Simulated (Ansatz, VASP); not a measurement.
## Two plane-wave programs on LiF

```
CELL_PARAMETERS angstrom
0.00000 2.01400 2.01400
2.01400 0.00000 2.01400
2.01400 2.01400 0.00000
ATOMIC_POSITIONS crystal
Li 0.97806 0.00000 0.00000
F 0.50000 0.50000 0.50000
```

Change from the starting cell: all Li atoms moved +0.062 Å, as atom 1 towards its neighbour atom 1 (Li) at 2.848 Å.

Alike in both runs: task single point; functional r2SCAN; k mesh 10 × 10 × 10; occupations gaussian, width 0.05 eV; no spin polarisation.

|  | VASP | Ansatz |
| --- | --- | --- |
| version | VASP 6.6.1 | Ansatz 0.2.0 |
| potentials or method | VASP PAW PBE potentials, release 64 (Li_sv, F), cutoff 520 eV | scalar-relativistic, plane waves, PAW |
| valence electrons in the cell | 10 | 10 |

Ansatz gave:

* gap on the k mesh at the Fermi level (eV): 10.05
* least direct gap on the mesh (eV): 10.05
* rms of the force components (eV/Å): 0.059

Question: What did VASP give for the same quantities?

Answer: gap on the k mesh at the Fermi level (eV): 10.26; least direct gap on the mesh (eV): 10.26; rms of the force components (eV/Å): 0.061.

VASP's potentials were made for PBE, not for r2SCAN. Atom by atom the forces differ by 0.002 eV/Å (rms over components).

Noted on VASP's run: the cutoff is under 1.25 times that of the potentials, so the pressure is a little rough.
